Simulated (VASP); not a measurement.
Wanted: the native input for a VASP 6.6.1 run.

```yaml
Task: single point
Functional: PBE
Potentials_or_basis: VASP PAW PBE potentials, release 64 (Li_sv, In_d, F)
Cutoff: 520 eV
k_mesh: 4 × 4 × 4
Occupations: gaussian, width 0.01 eV
Spin: no spin polarisation
Dipole_correction: no
Further_INCAR_settings: ALGO = Normal; EDIFF = 1e-07; NBANDS = 43
```

The structure of Li3InF6 lies in POSCAR:

```
Li3InF6
1.0
    0.0000000000      4.0472400000      4.0472400000
    4.0472400000      0.0000000000      4.0472400000
    4.0472400000      4.0472400000      0.0000000000
Li In F
3 1 6
Direct
    0.2500000000      0.2500000000      0.2500000000
    0.7500000000      0.7500000000      0.7500000000
    0.5000000000      0.5000000000      0.5000000000
    0.0000000000      0.0000000000      0.0000000000
    0.2561100000      0.2561100000      0.7438900000
    0.2561100000      0.7438900000      0.7438900000
    0.7438900000      0.7438900000      0.2561100000
    0.2561100000      0.7438900000      0.2561100000
    0.7438900000      0.2561100000      0.7438900000
    0.7438900000      0.2561100000      0.2561100000
```

The input as run:

INCAR

```
PREC = Accurate
ENCUT = 520
EDIFF = 1E-7
ISMEAR = 0
SIGMA = 0.01
LREAL = F
LASPH = T
NELM = 80
ALGO = Normal
ISIF = 2
LWAVE = F
LCHARG = F
GGA = PE
NBANDS = 43
```

KPOINTS

```
regular mesh
0
Gamma
  4 4 4
```

Potentials or basis: VASP PAW PBE potentials, release 64 (Li_sv, In_d, F).

Launch:

```console
$ cat potpaw_PBE.64/Li_sv/POTCAR potpaw_PBE.64/In_d/POTCAR potpaw_PBE.64/F/POTCAR > POTCAR
$ mpirun -np 1 vasp_std > vasp.out
```

It gave:

| Property | Result |
| --- | --- |
| Largest force | 0.048 eV/Å |
| Band gap on the k mesh | 4.86 eV |

Caveat: spin-orbit coupling is left out, which moves the levels of the heavy elements.

It took 71 s on 1 thread of Intel(R) Xeon(R) Platinum 8488C (Sapphire Rapids), with other jobs on the host, peak memory 0.32 GiB.
